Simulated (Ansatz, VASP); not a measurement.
## One calculation of Ca, two programs

Contents of INCAR:

```
ALGO = Fast
EDIFF = 1E-7
ENCUT = 520
GGA = PE
ISIF = 2
ISMEAR = -5
IVDW = 13
LASPH = True
LCHARG = False
LREAL = False
LWAVE = False
NBANDS = 11
NELM = 100
PREC = Accurate
SIGMA = 0.05
```

KPOINTS

```
k-points
0
Gamma
  8 8 8
```

File POSCAR:

```
Ca
1.0
    0.0000000000      2.7371595050      2.7371595050
    2.7371595050      0.0000000000      2.7371595050
    2.7371595050      2.7371595050      0.0000000000
Ca
1
Direct
    0.0000000000      0.0000000000      0.0000000000
```

Contents of input.yaml:

```yaml
crystal:
  lattice:
    - [0.0, 2.737159505, 2.737159505]
    - [2.737159505, 0.0, 2.737159505]
    - [2.737159505, 2.737159505, 0.0]
  atoms:
    - { symbol: Ca, position: [0.0, 0.0, 0.0] }
kpoints:
  mp_grid: { grid: [8, 8, 8] }
scf:
  occupations: { method: tetrahedron }
hamiltonian:
  xc: pbe
  dispersion: d4
  pseudopotentials:
    kind: all_electron
    lapw: { basis_error: 0.001 }
    nuclear_model: point
output:
  forces: true
  stress: true
  eigenvalues: true
```

Change from the starting cell: volume scaled by 0.94.

Alike in both runs: task single point; functional PBE; dispersion D4; k mesh 8 × 8 × 8; occupations tetrahedron; no spin polarisation.

|  | VASP | Ansatz |
| --- | --- | --- |
| version | VASP 6.6.1 | Ansatz 0.2.0 |
| potentials or method | VASP PAW PBE potentials, release 64 (Ca_sv), cutoff 520 eV | all-electron LAPW, point nuclei |

|  | VASP | Ansatz | Ansatz less VASP |
| --- | --- | --- | --- |
| gap on the k mesh at the Fermi level (eV) | none | none | - |
| pressure (GPa) | 0.0 | 0.0 | -0.01 |

A gap of «none» marks a metal or a gap that the smearing closes. Ansatz ran all-electron here, and VASP with PAW potentials.
